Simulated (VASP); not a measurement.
A run of VASP 6.6.1 is set up as follows.

INCAR

```
SYSTEM = B
PREC = Accurate ; ENCUT = 520
EDIFF = 1E-7 ; ISMEAR = 0
SIGMA = 0.1 ; LREAL = .False.
LASPH = .True. ; NELM = 80
ALGO = Normal ; ISIF = 2
LWAVE = .False. ; LCHARG = .True.
GGA = PE ; LELF = .True.
LVHAR = .True. ; NBANDS = 18
```

Contents of KPOINTS:

```
regular mesh
0
Gamma
  14 14 6
  0 0 0
```

File POSCAR:

```
B
1.0
    1.5542422481     -2.5877574945      0.0000000000
    1.5542422481      2.5877574945      0.0000000000
    0.0000000000      0.0000000000      5.9081922328
B
6
Direct
    0.5000000000      0.5000000000      0.7500000000
    0.5000000000      0.5000000000      0.2500000000
    0.3338661501      0.1699264080      0.5000000000
    0.6661338499      0.8300735920      0.5000000000
    0.1699264080      0.3338661501      0.0000000000
    0.8300735920      0.6661338499      0.0000000000
```

Potentials or basis: VASP PAW PBE potentials, release 64 (B).

Launch:

```sh
$ cat potpaw_PBE.64/B/POTCAR > POTCAR
$ mpirun -np 1 vasp_std > vasp.out
```

Q: Predict the band gap on the k mesh.

A: Zero (bands 9 and 10 overlap by 3.97 eV).

Q: Estimate the pressure.

A: 0.0 GPa.

Q: What does it give for the largest force?

A: 0.004 eV/Å.

Forces in eV/Å, atoms in the order of the input:
```
B    0.000  0.000  0.000
B    0.000  0.000  0.000
B   -0.004 -0.001  0.000
B    0.004  0.001  0.000
B   -0.004  0.001  0.000
B    0.004 -0.001  0.000
```
